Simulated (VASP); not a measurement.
# AlN (P6_3mc) in VASP: a series of runs, part 2 of 3

VASP 6.6.1. Earlier steps stand in the parts before.

### Step 3. Relaxation of cell and atoms, revPBE+D3(BJ)

This run uses another cell than the first one, of 10.45 Å³/atom, 1.018 times its volume.

File INCAR:

```
SYSTEM = AlN
  PREC = Accurate
  ENCUT = 600
  EDIFF = 1E-7
  ISMEAR = -1
  SIGMA = 0.05
  LREAL = .FALSE.
  LASPH = .TRUE.
  NELM = 100
  ALGO = Normal
  ISIF = 3
  LWAVE = .FALSE.
  LCHARG = .FALSE.
  GGA = RE
  IVDW = 12
  IBRION = 2
  NSW = 60
  EDIFFG = -0.01
```

File KPOINTS:

```
regular mesh
0
G
  10 10 6
  0 0 0
```

File POSCAR:

```
AlN
1.0
    3.1130000000      0.0000000000      0.0000000000
   -1.5565000000      2.6959370820      0.0000000000
    0.0000000000      0.0000000000      4.9810000000
Al N
2 2
Direct
    0.6666666667      0.3333333333      0.5000000000
    0.3333333333      0.6666666667      0.0000000000
    0.6666666667      0.3333333333      0.8800000000
    0.3333333333      0.6666666667      0.3800000000
```

Potentials or basis: VASP PAW PBE potentials, release 64 (Al, N).

Launch:

```sh
$ cat potpaw_PBE.64/Al/POTCAR potpaw_PBE.64/N/POTCAR > POTCAR
$ mpirun -np 1 vasp_std > vasp.out
```

OUTCAR:

```text
SYSTEM = AlN
   PREC = Accurate
   ENCUT = 600
   EDIFF = 1E-7
   ISMEAR = -1
   LREAL = .FALSE.
   LASPH = .TRUE.
   NELM = 100
   ISIF = 3
   GGA = RE
   IVDW = 12
   IBRION = 2
   NSW = 60
   EDIFFG = -0.01
 IVDW          = 12

 ion  position               nearest neighbor table
   1  0.667  0.333  0.500-   3 1.89   4 1.89   4 1.89   4 1.89   2 3.07   2 3.07   2 3.07   2 3.07
                             2 3.07   2 3.07
   2  0.333  0.667  0.000-   4 1.89   3 1.89   3 1.89   3 1.89   1 3.07   1 3.07   1 3.07   1 3.07
                             1 3.07   1 3.07
   3  0.667  0.333  0.880-   1 1.89   2 1.89   2 1.89   2 1.89
   4  0.333  0.667  0.380-   2 1.89   1 1.89   1 1.89   1 1.89

  LATTYP: Found a hexagonal cell.
 ALAT       =     3.1130000000
 C/A-ratio  =     1.6000642467

  Lattice vectors:

 A1 = (   3.1130000000,   0.0000000000,   0.0000000000)
 A2 = (  -1.5565000000,   2.6959370820,   0.0000000000)
 A3 = (   0.0000000000,   0.0000000000,   4.9810000000)

Analysis of symmetry for initial positions (statically):
=====================================================================
 Subroutine PRICEL returns:
 Original cell was already a primitive cell.

 Routine SETGRP: Setting up the symmetry group for a
 hexagonal supercell.

 Subroutine GETGRP returns: Found 12 space group operations
 (whereof  6 operations were pure point group operations)
 out of a pool of 24 trial point group operations.

The static configuration has the point symmetry C_3v.
 The point group associated with its full space group is C_6v.

Analysis of symmetry for dynamics (positions and initial velocities):
=====================================================================
 Subroutine PRICEL returns:
 Original cell was already a primitive cell.

 Routine SETGRP: Setting up the symmetry group for a
 hexagonal supercell.

 Subroutine GETGRP returns: Found 12 space group operations
 (whereof  6 operations were pure point group operations)
 out of a pool of 24 trial point group operations.

[... 118 lines left out ...]
   EMIN   =  10.00;   EMAX   =-10.00  energy-range for DOS
   EFERMI =   0.00;   METHOD = LEGACY
   ISMEAR =    -1;   SIGMA  =   0.05  broadening in eV -4-tet -1-fermi 0-gaus
   EFERMI_NEDOS =   21; number of points for ismear=-14 and -15
   IALGO  =     38    algorithm
   IMIX   =      4    mixing-type and parameters
     AMIX     =   0.40;   BMIX     =  1.00
     AMIX_MAG =   1.60;   BMIX_MAG =  1.00
  volume/ion in A,a.u.               =      10.45        70.52
  Fermi-wavevector in a.u.,A,eV,Ry     =   1.188629  2.246183 19.222843  1.412839
  Thomas-Fermi vector in A             =   2.324754
   LORBIT       =      0    0 simple, 1 ext, 2 COOP (PROOUT), +10 PAW based schemes
   GGA     = RE    functional components
   LHFCALC =     F    Hartree Fock is set to
   AEXX    =    0.0000 exact exchange contribution
   IVDW    =    12    specifies the selected vdW correction
   LEPSILON=     F    determine dielectric tensor
   LRPA    =     F    only Hartree local field effects (RPA)
 conjugate gradient relaxation of ions
 non-spin polarized calculation
  energy-cutoff  :      600.00
  volume of cell :       41.80
 maximum number of plane-waves:      1412
 NGX is ok and might be reduce to    28
   NGX = 13   NGY = 13   NGZ = 19

--------------------------------------- Ionic step        1  -------------------------------------------

 number of electron      16.0000000 magnetization

 Free energy of the ion-electron system (eV)
  ---------------------------------------------------
  ext. energy  EPLUGINS =         0.00000000
  ---------------------------------------------------
  free energy    TOTEN  =       -28.55629321 eV

  energy without entropy =      -28.55629321  energy(sigma->0) =      -28.55629321

------------------------ aborting loop because EDIFF is reached ----------------------------------------

 Edisp (eV)   -2.09804

 E8    (eV) :    -1.3901
[... 201 lines left out ...]
--------------------------------------- Ionic step        6  -------------------------------------------

 number of electron      15.9999999 magnetization

 Free energy of the ion-electron system (eV)
  ---------------------------------------------------
  ext. energy  EPLUGINS =         0.00000000
  ---------------------------------------------------
  free energy    TOTEN  =       -28.53208641 eV

  energy without entropy =      -28.53208641  energy(sigma->0) =      -28.53208641

 E-fermi :   7.3137     XC(G=0): -10.8738

 val. band max:        6.3763956844   @ k =   0.0000   0.0000   0.0000
 cond. band min:      10.7197381936   @ k =   0.0000   0.0000   0.0000
 fundamental gap:      4.3433425092
 Fermi energy:         7.3136703635

 k-point     1 :       0.0000    0.0000    0.0000
  band No.  band energies     occupation
      1      -8.9338      2.00000
      2      -6.7650      2.00000
      3       0.3395      2.00000
      4       5.4881      2.00000
      5       5.4881      2.00000
      6       6.1409      2.00000
      7       6.1409      2.00000
      8       6.3764      2.00000
      9      10.7197      0.00000
     10      13.2021      0.00000
     11      17.1574      0.00000
     12      17.6682      0.00000
[... 331 lines left out ...]
 k-point    24 :       0.4000    0.1000    0.1667
  band No.  band energies     occupation
      1      -6.9337      2.00000
      2      -6.2654      2.00000
      3       0.9279      2.00000
      4       1.9510      2.00000
      5       3.2847      2.00000
      6       4.0615      2.00000
      7       4.9466      2.00000
      8       5.2774      2.00000
      9      11.9964      0.00000
     10      12.9215      0.00000
     11      15.3717      0.00000
     12      16.2894      0.00000

 [... further k-points ...]

------------------------ aborting loop because EDIFF is reached ----------------------------------------

 Edisp (eV)   -2.12858

 E8    (eV) :    -1.4105
[... 27 lines left out ...]
  FREE ENERGIE OF THE ION-ELECTRON SYSTEM (eV)
  ---------------------------------------------------
  free  energy   TOTEN  =       -30.6606644439 eV

  energy  without entropy=      -30.6606644438  energy(sigma->0) =      -30.66066444

 reached required accuracy - stopping structural energy minimisation
```

OSZICAR:

```text
N       E                     dE             d eps       ncg     rms          rms(c)
DAV:   1     0.607782790874E+02    0.60778E+02   -0.82335E+03  1344   0.133E+03
DAV:   2    -0.285300439183E+02   -0.89308E+02   -0.82110E+02  1992   0.250E+02
DAV:   3    -0.331573488102E+02   -0.46273E+01   -0.46007E+01  1772   0.600E+01
[... 48 lines left out ...]
DAV:   2    -0.285320927277E+02    0.21094E-05   -0.22676E-04  1612   0.134E-01    0.163E-02
DAV:   3    -0.285320872753E+02    0.54524E-05   -0.12440E-05  1596   0.331E-02    0.614E-03
DAV:   4    -0.285320866548E+02    0.62055E-06   -0.18553E-06  1632   0.131E-02    0.244E-03
DAV:   5    -0.285320864521E+02    0.20270E-06   -0.52263E-07  1388   0.671E-03    0.109E-03
DAV:   6    -0.285320864133E+02    0.38760E-07   -0.75286E-08   692   0.302E-03
   6 F= -.30660664E+02 E0= -.30660664E+02  d E =-.279703E-04
```

CONTCAR:

```text
AlN
   1.00000000000000
     3.0989071921995888    0.0000000000000000    0.0000000000000000
    -1.5494535960997944    2.6837323524339327   -0.0000000000000000
     0.0000000000000000   -0.0000000000000000    4.9582696772856067
  Al              N
     2     2
Direct
     0.6666666667000030    0.3333333332999970    0.4988788272685393
     0.3333333332999970    0.6666666667000030    0.9988788272685393
     0.6666666667000030    0.3333333332999970    0.8811211727314633
     0.3333333332999970    0.6666666667000030    0.3811211727314632

  0.00000000E+00  0.00000000E+00  0.00000000E+00
  0.00000000E+00  0.00000000E+00  0.00000000E+00
  0.00000000E+00  0.00000000E+00  0.00000000E+00
  0.00000000E+00  0.00000000E+00  0.00000000E+00
```

Run time: 2.1 min. Hardware: 1 thread of Intel Xeon Platinum 8175M at 2.50GHz (Skylake/Cascade Lake), shared host; peak memory 0.2 GiB.

Results:

| Property | Result |
| --- | --- |
| Free energy | -30.6607 eV |
| Relaxed volume | 10.31 Å³/atom |
| Relaxed cell | a = 3.099 Å, b = 3.099 Å, c = 4.958 Å, α = 90.00°, β = 90.00°, γ = 120.00° |
| Space group after relaxing (to 0.05 Å) | P6_3mc (No. 186) |
| Energy gained by relaxing | 1.6 meV/atom |
| Ionic steps | 6 |
| Pressure after relaxing | -0.1 GPa |
| Largest force after relaxing | 0.009 eV/Å |
| Band gap on the k mesh | 4.34 eV, direct |
| Dispersion energy per atom | -0.532 eV |

Forces on the atoms (eV/Å):
```
Al   0.000  0.000  0.009
Al   0.000  0.000  0.009
N    0.000  0.000 -0.009
N    0.000  0.000 -0.009
```

Step by step:
| step | energy change (eV) | largest force (eV/Å) | pressure (GPa) | volume (Å³) |
| --- | --- | --- | --- | --- |
| 1 | 0.0000 | 0.1300 | -2.71 | 41.80 |
| 2 | -0.0010 | 0.0966 | 2.55 | 40.74 |
| 3 | -0.0061 | 0.0134 | -0.03 | 41.24 |
| 4 | -0.0063 | 0.0178 | 0.06 | 41.22 |
| 5 | -0.0063 | 0.0201 | 0.10 | 41.21 |
| 6 | -0.0063 | 0.0092 | -0.05 | 41.24 |

Final structure:
```
Al N
1.0
     3.09891    0.00000    0.00000
    -1.54945    2.68373    0.00000
     0.00000    0.00000    4.95827
Al N
2 2
Direct
  0.66667 0.33333 0.49888
  0.33333 0.66667 0.99888
  0.66667 0.33333 0.88112
  0.33333 0.66667 0.38112
```

Caveat: the PAW data sets were made with another functional, which shifts forces and pressure a little. As with any semilocal functional, this revPBE gap is likely too small.

(Part 2 of 3 ends here.)
